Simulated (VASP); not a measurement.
A run of VASP 6.6.1:

Contents of POSCAR:

```
Pt
1.0
    2.7606656158      0.0000000000      0.0000000000
   -1.3803328079      2.3908065546      0.0000000000
    0.0000000000      0.0000000000      4.7921340000
Pt
2
Direct
    0.3333333333      0.6666666667      0.2500000000
    0.6666666667      0.3333333333      0.7500000000
```

Contents of INCAR.step1:

```
PREC = Accurate ; ENCUT = 520
ISMEAR = -1 ; SIGMA = 0.05
LREAL = F ; LASPH = T
NELM = 60 ; NBANDS = 17
GGA = PE ; ALGO = Normal
EDIFF = 1E-4 ; LWAVE = T
LCHARG = F
```

The input INCAR.step2:

```
PREC = Accurate ; ENCUT = 520
EDIFF = 1E-6 ; ISMEAR = -1
SIGMA = 0.05 ; LREAL = F
LASPH = T ; NELM = 60
ALGO = Normal ; ISIF = 2
LWAVE = F ; LCHARG = F
METAGGA = R2SCAN ; LMIXTAU = T
NBANDS = 17 ; ISTART = 1
```

File KPOINTS:

```
Automatic mesh
0
Gamma
  11 11 6
```

Potentials or basis: VASP PAW PBE potentials, release 64 (Pt).

Run with:

```sh
$ cat potpaw_PBE.64/Pt/POTCAR > POTCAR
$ cp INCAR.step1 INCAR
$ mpirun -np 1 vasp_std > vasp.out
$ cp INCAR.step2 INCAR
$ mpirun -np 1 vasp_std > vasp.out
```

Hardware: 1 thread of Intel(R) Xeon(R) 6975P-C (Granite Rapids), with other jobs on the host.

Q: How long does it take, and how much memory?

A: It took 54 s on 1 thread of Intel(R) Xeon(R) 6975P-C (Granite Rapids), on a shared host, peak memory 0.18 GiB. Counts: k points 64.
